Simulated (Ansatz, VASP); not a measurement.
**BiAu: VASP beside Ansatz**

File INCAR:

```
SYSTEM = BiAu
PREC = Accurate ; ENCUT = 500
EDIFF = 1E-6 ; ISMEAR = -1
SIGMA = 0.03 ; LREAL = .False.
LASPH = .True. ; NELM = 120
ALGO = Normal ; ISIF = 2
LWAVE = .False. ; LCHARG = .False.
GGA = PE ; NBANDS = 20
GGA_COMPAT = .False.
```

Contents of KPOINTS:

```
Automatic mesh
0
Gamma
  12 12 12
  0 0 0
```

POSCAR

```
BiAu
1.0
    0.0000000000      3.0307509324      3.0307509324
    3.0307509324      0.0000000000      3.0307509324
    3.0307509324      3.0307509324      0.0000000000
Au Bi
1 1
Direct
    0.0000000000      0.0000000000      0.0000000000
    0.5000000000      0.5000000000      0.5000000000
```

Input for Ansatz:

```yaml
crystal:
  lattice:
    - [0.0, 3.0307509324, 3.0307509324]
    - [3.0307509324, 0.0, 3.0307509324]
    - [3.0307509324, 3.0307509324, 0.0]
  atoms:
    - { symbol: Au, position: [0.0, 0.0, 0.0] }
    - { symbol: Bi, position: [0.5, 0.5, 0.5] }
kpoints:
  mp_grid: { grid: [12, 12, 12] }
scf:
  occupations: { method: fermi_dirac, width: 0.03 }
hamiltonian:
  xc: pbe
  pseudopotentials: { kind: all_electron, lapw: { basis_error: 0.00025 } }
output:
  forces: true
  stress: true
  eigenvalues: true
```

Change from the starting cell: volume scaled by 1.06.

Alike in both runs: task single point; functional PBE; k mesh 12 × 12 × 12; occupations fermi-dirac, width 0.03 eV; no spin polarisation.

|  | VASP | Ansatz |
| --- | --- | --- |
| version | VASP 6.6.1 | Ansatz 0.2.0 |
| potentials or method | VASP PAW PBE potentials, release 64 (Au, Bi_d), cutoff 500 eV | all-electron LAPW, scalar-relativistic |

VASP gave:

```
pressure (GPa) : -3.7
```

**Question.** What did Ansatz give for the same quantities?

**Answer.** Pressure (GPa): -3.6.

Ansatz ran all-electron here, and VASP with PAW potentials.

Spin-orbit coupling is off throughout.
